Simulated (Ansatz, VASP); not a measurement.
BiTe in VASP and in Ansatz

```xyz
2
Lattice="2.4227 1.3988 3.3173 -2.4227 1.3988 3.3173 0.0000 -2.7975 3.3173" Properties=species:S:1:pos:R:3 pbc="T T T"
Bi    0.0000    0.2581    5.1289
Te    0.0000    0.0000    0.0000
```

Change from the starting cell: all Bi atoms moved -0.300 Å, as atom 1 towards its neighbour atom 2 (Te) at 3.252 Å.

Alike in both runs: task single point; functional PBE; k mesh 12 × 12 × 12; occupations gaussian, width 0.15 eV; no spin polarisation.

```csv
,VASP,Ansatz
version,VASP 6.6.1,Ansatz 0.2.0
potentials or method,"VASP PAW PBE potentials, release 64 (Bi_d, Te), cutoff 520 eV","scalar-relativistic, plane waves, PAW"
valence electrons in the cell,21,31
```

VASP gave:

| Quantity | Value |
| --- | --- |
| gap on the k mesh at the Fermi level (eV) | none |
| pressure (GPa) | 1.5 |
| traceless stress, the component that is largest in VASP (GPa) | 1.27 |
| rms of the force components (eV/Å) | 0.457 |

Question: Estimate Ansatz's values.

Answer: gap on the k mesh at the Fermi level (eV): none; pressure (GPa): 1.5; traceless stress, the component that is largest in VASP (GPa): 1.26; rms of the force components (eV/Å): 0.453.

Atom by atom the forces differ by 0.003 eV/Å (rms over components). A gap of «none» marks a metal or a gap that the smearing closes. With one functional, cell and mesh, what is left measures potentials, basis and numerics. VASP's potentials hold 21 valence electrons a cell and Ansatz's 31, so a difference there can come from the potentials and not from the codes.

Neither program's run includes spin-orbit coupling.
